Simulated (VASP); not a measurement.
Write the native input for VASP 6.6.1 that does the following.

- Task: single point
- Functional: PBE
- Potentials or basis: VASP PAW PBE potentials, release 64 (Sc_sv, Mo_sv)
- Cutoff: 520 eV
- k mesh: 4 × 4 × 4
- Occupations: gaussian, width 0.1 eV
- Spin: no spin polarisation
- Dipole correction: no
- Further INCAR settings: ALGO = Normal; EDIFF = 1e-06; NBANDS = 37

The structure of Sc4Mo lies in POSCAR:

```
Sc4Mo
1.0
   -2.9294360300      2.9294360300      2.9294360300
    2.9294360300     -2.9294360300      2.9294360300
    2.9294360300      2.9294360300     -2.9294360300
Sc Mo
4 1
Direct
    0.5000000000      0.5000000000      0.5000000000
    0.0000000000      0.0000000000      0.5000000000
    0.0000000000      0.5000000000      0.0000000000
    0.5000000000      0.0000000000      0.0000000000
    0.0000000000      0.0000000000      0.0000000000
```

The input as run:

INCAR

```
SYSTEM = Sc4Mo
PREC = Accurate ; ENCUT = 520
EDIFF = 1E-6 ; ISMEAR = 0
SIGMA = 0.1 ; LREAL = .False.
LASPH = .True. ; NELM = 80
ALGO = Normal ; ISIF = 2
LWAVE = .False. ; LCHARG = .False.
GGA = PE ; NBANDS = 37
```

KPOINTS

```
Automatic mesh
0
Gamma
  4 4 4
  0 0 0
```

Potentials or basis: VASP PAW PBE potentials, release 64 (Sc_sv, Mo_sv).

Command:

```console
$ cat potpaw_PBE.64/Sc_sv/POTCAR potpaw_PBE.64/Mo_sv/POTCAR > POTCAR
$ mpirun -np 1 vasp_std > vasp.out
```

It gave:

```
Pressure : 20.8 GPa
```

Caveat: the k points lie up to 0.38 Å⁻¹ apart.

It took 60 s on 1 thread of Oxide Virtual Turin-like Processor, with other jobs on the host, peak memory 0.2 GiB.
